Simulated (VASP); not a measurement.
Set up this calculation in VASP 6.6.1, as the native input.

| Quantity | Value |
| --- | --- |
| Task | single point |
| Functional | PBE |
| Potentials or basis | VASP PAW PBE potentials, release 64 (Sb) |
| Cutoff | 520 eV |
| k mesh | 18 × 18 × 18 |
| Occupations | gaussian, width 0.1 eV |
| Spin | no spin polarisation |
| Dipole correction | no |
| Further INCAR settings | ALGO = Normal; EDIFF = 1e-06; NBANDS = 8 |

The structure of Sb lies in POSCAR:

```
Sb
1.0
    2.2212125243      1.2824176488      1.8121087349
   -2.2212125243      1.2824176488      1.8121087349
    0.0000000000     -2.5648352977      1.8121087349
Sb
1
Direct
    0.5000000000      0.5000000000      0.5000000000
```

This cell differs from its parent crystal: volume scaled by 1.03, then relaxed in part.

One way to write it, as run:

INCAR

```
  PREC = Accurate
  ENCUT = 520
  EDIFF = 1E-6
  ISMEAR = 0
  SIGMA = 0.1
  LREAL = False
  LASPH = True
  NELM = 100
  ALGO = Normal
  ISIF = 2
  LWAVE = False
  LCHARG = False
  GGA = PE
  NBANDS = 8
```

KPOINTS

```
regular mesh
0
Gamma
  18 18 18
```

Potentials or basis: VASP PAW PBE potentials, release 64 (Sb).

The run is started by

```bash
$ cat potpaw_PBE.64/Sb/POTCAR > POTCAR
$ mpirun -np 1 vasp_std > vasp.out
```

It gave:

| Quantity | Value |
| --- | --- |
| Pressure | -1.6 GPa |

It took 43 s on 1 thread of AMD EPYC 9R45 96-Core Processor (Zen 5), with other jobs on the host, peak memory 0.22 GiB.
